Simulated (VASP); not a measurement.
TiOs, 2 atoms in the cell. It takes space group Pm-3m (No. 221, cubic). Conventional cell: a = 3.080 Å, b = 3.080 Å, c = 3.080 Å, α = 90.00°, β = 90.00°, γ = 90.00°. Ti (site symmetry m-3m) has 8 Os at 2.67 Å and 6 Ti at 3.08 Å within 3.5 Å. Within 3.5 Å of Os (site symmetry m-3m) lie 8 Ti at 2.67 Å and 6 Os at 3.08 Å. 

| Quantity | Value |
| --- | --- |
| Program | VASP 6.6.1 |
| Task | relaxation of cell and atoms |
| Functional | PBEsol |
| Dispersion | D3(BJ) |
| Potentials or basis | VASP PAW PBE potentials, release 64 (Ti_sv, Os) |
| Cutoff | 600 eV |
| k mesh | 10 × 10 × 10 |
| Occupations | fermi-dirac, width 0.1 eV |
| Spin | no spin polarisation |
| Dipole correction | no |
| Further INCAR settings | ALGO = Normal; EDIFF = 1e-06; IBRION = 2; EDIFFG = -0.01; NSW = 60; ISIF = 3 |

Potentials or basis: VASP PAW PBE potentials, release 64 (Ti_sv, Os).

Command:

```console
$ cat potpaw_PBE.64/Ti_sv/POTCAR potpaw_PBE.64/Os/POTCAR > POTCAR
$ mpirun -np 1 vasp_std > vasp.out
```

Hardware: 1 thread of Intel(R) Xeon(R) Platinum 8488C (Sapphire Rapids), with other jobs on the host.

Estimate the wall time of this run.

Run time: 88 s on 1 thread of Intel(R) Xeon(R) Platinum 8488C (Sapphire Rapids), with other jobs on the host, peak memory 0.2 GiB. Counts: scf iterations 47, k points 56, ion steps 4.
